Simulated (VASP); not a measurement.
MnS: single point with PBE

MnS:

```
CELL_PARAMETERS angstrom
3.95358 0.00000 0.00000
-1.97679 3.42390 0.00000
0.00000 0.00000 6.34253
ATOMIC_POSITIONS crystal
Mn 0.66667 0.33333 0.49884
Mn 0.33333 0.66667 0.99884
S 0.33333 0.66667 0.62615
S 0.66667 0.33333 0.12615
```

| Property | Result |
| --- | --- |
| Program | VASP 6.6.1 |
| Task | single point |
| Functional | PBE |
| Potentials or basis | VASP PAW PBE potentials, release 64 (Mn_pv, S) |
| Cutoff | 520 eV |
| k mesh | 7 × 7 × 4 |
| Occupations | fermi-dirac, width 0.05 eV |
| Spin | collinear spin, ferromagnetic start |
| Starting moments | [2.0, 2.0, 0.0, 0.0] μB |
| Fixed moment | 4 μB |
| Dipole correction | no |
| Further INCAR settings | ALGO = Normal; EDIFF = 1e-06; NBANDS = 31 |

The pressure is -15.6 GPa and the largest force is 0.011 eV/Å. The net moment is 4.00 μB per cell and the site moments are Mn +2.07; S -0.11 μB. The valence electrons inside the program's atomic spheres are Mn 11.49; S 3.64.

Forces on the atoms (eV/Å):
```
Mn   0.000  0.000 -0.011
Mn   0.000  0.000 -0.011
S    0.000  0.000  0.011
S    0.000  0.000  0.011
```

Stress tensor (GPa, compression positive):
```
-15.99   0.00   0.00
  0.00 -15.99   0.00
  0.00   0.00 -14.74
```

Wall time 82 s on 1 thread of Intel(R) Xeon(R) Platinum 8488C (Sapphire Rapids), on a shared host, peak memory 0.28 GiB.

Caveat: the cell stands under tension; the total moment is fixed, so each spin has its own Fermi level; only a ferromagnetic start was run, and an antiferromagnetic order may lie lower in energy.
